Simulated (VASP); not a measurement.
Wanted: the native input for a VASP 6.6.1 run.

* Task: single point
* Functional: PBE
* Potentials or basis: VASP PAW PBE potentials, release 64 (Sc_sv)
* Cutoff: 520 eV
* k mesh: 14 × 14 × 10
* Occupations: gaussian, width 0.1 eV
* Spin: no spin polarisation
* Dipole correction: no
* Further INCAR settings: ALGO = Normal; EDIFF = 1e-07; NBANDS = 18

The structure of Sc lies in POSCAR:

```
Sc
1.0
    3.3002783982      0.0000000000      0.0000000000
    0.0000000000      3.3002783982      0.0000000000
    0.0000000000      0.0000000000      4.5643676115
Sc
2
Direct
    0.0000000000      0.0000000000      0.0000000000
    0.5000000000      0.5000000000      0.5000000000
```

This cell differs from its parent crystal: biaxial strain in the a-b plane: +1.0 %, then relaxed in part.

One way to write it, as run:

INCAR

```
SYSTEM = Sc
  ALGO = Normal
  EDIFF = 1E-7
  ENCUT = 520
  GGA = PE
  ISIF = 2
  ISMEAR = 0
  LASPH = .TRUE.
  LCHARG = .FALSE.
  LREAL = .FALSE.
  LWAVE = .FALSE.
  NBANDS = 18
  NELM = 100
  PREC = Accurate
  SIGMA = 0.1
```

KPOINTS

```
k-points
0
G
  14 14 10
  0 0 0
```

Potentials or basis: VASP PAW PBE potentials, release 64 (Sc_sv).

The run is started by

```console
$ cat potpaw_PBE.64/Sc_sv/POTCAR > POTCAR
$ mpirun -np 1 vasp_std > vasp.out
```

Results of the run:

| Quantity | Value |
| --- | --- |
| Pressure | -0.4 GPa |
| Band gap on the k mesh | zero (band 11 reaches 4.10 eV, above the bottom of band 12 at 3.10 eV) |

Caveat: the cell differs from its parent crystal (biaxial strain in the a-b plane: +1.0 %, then relaxed in part).

It took 2.4 min on 1 thread of Intel(R) Xeon(R) Platinum 8259CL CPU @ 2.50GHz (Skylake/Cascade Lake) (shared host), peak memory 0.28 GiB.
